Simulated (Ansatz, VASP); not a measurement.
# Rh: VASP beside Ansatz

File INCAR:

```
SYSTEM = Rh
PREC = Accurate
ENCUT = 520
EDIFF = 1E-7
ISMEAR = 0
SIGMA = 0.15
LREAL = .FALSE.
LASPH = .TRUE.
NELM = 80
ALGO = Fast
ISIF = 2
LWAVE = .FALSE.
LCHARG = .FALSE.
GGA = PE
NBANDS = 22
```

The input KPOINTS:

```
Automatic mesh
0
G
  21 21 12
  0 0 0
```

POSCAR

```
Rh
1.0
    2.8872212486      0.0000000000      0.0000000000
   -1.4436106243      2.5004069476      0.0000000000
    0.0000000000      0.0000000000      4.3744289137
Rh
2
Direct
    0.6666666667      0.3333333333      0.7500000000
    0.3333333333      0.6666666667      0.2500000000
```

Input for Ansatz:

```yaml
crystal:
  lattice:
    - [2.8872212486, 0.0, 0.0]
    - [-1.4436106243, 2.5004069476, 0.0]
    - [0.0, 0.0, 4.3744289137]
  atoms:
    - { symbol: Rh, position: [0.6666666667, 0.3333333333, 0.75] }
    - { symbol: Rh, position: [0.3333333333, 0.6666666667, 0.25] }
basis:
  ecutwfc: 420
kpoints:
  mp_grid: { grid: [21, 21, 12] }
hamiltonian:
  xc: pbe
  pseudopotentials: { kind: paw, azcp: { folder: soft_1 } }
scf:
  occupations: { method: gaussian, width: 0.15 }
output:
  forces: true
  stress: true
  eigenvalues: true
  write_density: true
  write_potential: true
  elf: true
  volumetric_format: npy
```

Alike in both runs: task single point; functional PBE; k mesh 21 × 21 × 12; occupations gaussian, width 0.15 eV; no spin polarisation.

|  | VASP | Ansatz |
| --- | --- | --- |
| version | VASP 6.6.1 | Ansatz 0.2.0 |
| potentials or method | VASP PAW PBE potentials, release 64 (Rh_pv), cutoff 520 eV | scalar-relativistic, plane waves, PAW |
| valence electrons in the cell | 30 | 34 |

|  | VASP | Ansatz | Ansatz less VASP |
| --- | --- | --- | --- |
| gap on the k mesh at the Fermi level (eV) | none | none | - |
| pressure (GPa) | -20.3 | -20.3 | -0.04 |
| traceless stress, the component that is largest in VASP (GPa) | 5.35 | 5.34 | -0.017 |

A gap of «none» marks a metal or a gap that the smearing closes. With one functional, cell and mesh, what is left measures potentials, basis and numerics. VASP's potentials hold 30 valence electrons a cell and Ansatz's 34, so a difference there can come from the potentials and not from the codes.
